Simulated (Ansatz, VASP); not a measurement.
## Two plane-wave programs on InP

POSCAR

```
InP
1.0
    0.0000000000      2.8550009661      2.8550009661
    2.8550009661      0.0000000000      2.8550009661
    2.8550009661      2.8550009661      0.0000000000
In P
1 1
Direct
    0.0000000000      0.0000000000      0.0000000000
    0.5000000000      0.5000000000      0.5000000000
```

File INCAR.step1:

```
SYSTEM = InP
PREC     = Accurate       ! precision mode
ENCUT    = 520            ! plane-wave cutoff, eV
ISMEAR   = 0              ! smearing method
SIGMA    = 0.05           ! smearing width, eV
LREAL    = .False.        ! projectors in reciprocal space
LASPH    = .True.         ! aspherical terms in the spheres
NELM     = 150            ! most SCF steps
LNONCOLLINEAR= .True.         ! non-collinear magnetism
MAGMOM   = 0 0 0 0 0 0    ! initial moments
LSORBIT  = .True.         ! spin-orbit coupling
GGA_COMPAT= .False.      
NBANDS   = 30             ! bands
GGA      = PE             ! functional
ALGO     = Normal         ! electronic algorithm
EDIFF    = 1E-4           ! SCF threshold, eV
LWAVE    = .True.         ! write WAVECAR
LCHARG   = .False.        ! write CHGCAR
```

INCAR.step2

```
SYSTEM = InP
PREC     = Accurate       ! precision mode
ENCUT    = 520            ! plane-wave cutoff, eV
EDIFF    = 1E-7           ! SCF threshold, eV
ISMEAR   = 0              ! smearing method
SIGMA    = 0.05           ! smearing width, eV
LREAL    = .False.        ! projectors in reciprocal space
LASPH    = .True.         ! aspherical terms in the spheres
NELM     = 150            ! most SCF steps
ALGO     = Normal         ! electronic algorithm
ISIF     = 2              ! what is computed and relaxed
LWAVE    = .False.        ! write WAVECAR
LCHARG   = .True.         ! write CHGCAR
LNONCOLLINEAR= .True.         ! non-collinear magnetism
MAGMOM   = 0 0 0 0 0 0    ! initial moments
LORBIT   = 11             ! projections on sites
LSORBIT  = .True.         ! spin-orbit coupling
GGA_COMPAT= .False.      
LORBMOM  = .True.       
METAGGA  = R2SCAN         ! meta-GGA
LMIXTAU  = .True.       
LVHAR    = .True.       
NBANDS   = 30             ! bands
ISTART   = 1
```

The input KPOINTS:

```
regular mesh
0
Gamma
  8 8 8
  0 0 0
```

Input for Ansatz:

```yaml
crystal:
  lattice:
    - [0.0, 2.8550009661, 2.8550009661]
    - [2.8550009661, 0.0, 2.8550009661]
    - [2.8550009661, 2.8550009661, 0.0]
  atoms:
    - { symbol: In, position: [0.0, 0.0, 0.0] }
    - { symbol: P, position: [0.5, 0.5, 0.5] }
basis:
  ecutwfc: 500
  ecutrho_ratio: 4
kpoints:
  mp_grid: { grid: [8, 8, 8] }
  band_path:
    path:
      - [[0.0, 0.0, 0.0], [0.5, 0.0, 0.5], [0.625, 0.25, 0.625]]
      - [[0.375, 0.375, 0.75], [0.0, 0.0, 0.0], [0.5, 0.5, 0.5], [0.5, 0.25, 0.75], [0.5, 0.0, 0.5]]
    npoints: 10
hamiltonian:
  xc: r2scan
scf:
  occupations: { method: gaussian, width: 0.05 }
output:
  forces: true
  stress: true
  eigenvalues: true
  populations: true
  eigenstates:
    nscf_kmesh: { grid: [16, 16, 16] }
    de_dk: true
    e_range: [-2.5, 2.5]
  write_density: true
  write_potential: true
  elf: true
  volumetric_format: npy
magnetization:
  noncollinear: true
  spin_orbit: true
```

Alike in both runs: task single point; functional r2SCAN; k mesh 8 × 8 × 8; occupations gaussian, width 0.05 eV; non-collinear spin, spin-orbit coupling.

|  | VASP | Ansatz |
| --- | --- | --- |
| version | VASP 6.6.1 | Ansatz 0.2.0 |
| potentials or method | VASP PAW PBE potentials, release 64 (In_d, P), cutoff 520 eV | plane waves, PAW |
| valence electrons in the cell | 18 | 18 |

```tsv
	VASP	Ansatz	Ansatz less VASP
pressure (GPa)	-7.6	-7.6	-0.03
net moment per atom (μB)	0.00	0.00	0.000
```

VASP's potentials were made for PBE, not for r2SCAN. With one functional, cell and mesh, what is left measures potentials, basis and numerics.
